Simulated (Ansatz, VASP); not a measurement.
# Two plane-wave programs on GaN

```
CELL_PARAMETERS angstrom
-0.00099 2.38641 2.37884
2.33909 0.00874 2.36911
2.34269 2.38028 0.00514
ATOMIC_POSITIONS crystal
Ga 0.99648 0.99825 0.99403
N 0.75352 0.75175 0.75597
```

Change from the starting cell: all atoms moved at random, cell strained at random.

Alike in both runs: task single point; functional PBEsol; k mesh 10 × 10 × 10; occupations gaussian, width 0.02 eV; no spin polarisation.

|  | VASP | Ansatz |
| --- | --- | --- |
| version | VASP 6.6.1 | Ansatz 0.2.0 |
| potentials or method | VASP PAW PBE potentials, release 64 (Ga_d, N), cutoff 520 eV | scalar-relativistic, plane waves, PAW |
| valence electrons in the cell | 18 | 18 |

```tsv
	VASP	Ansatz	Ansatz less VASP
gap on the k mesh at the Fermi level (eV)	0.67	0.66	-0.009
least direct gap on the mesh (eV)	0.67	0.66	-0.009
pressure (GPa)	-20.0	-20.0	+0.05
traceless stress, the component that is largest in VASP (GPa)	1.18	1.18	-0.002
rms of the force components (eV/Å)	0.311	0.314	+0.0037
```

VASP's potentials were made for PBE, not for PBEsol. Atom by atom the forces differ by 0.004 eV/Å (rms over components). The functional is the same, so the differences come from potentials, cutoffs and numerics.
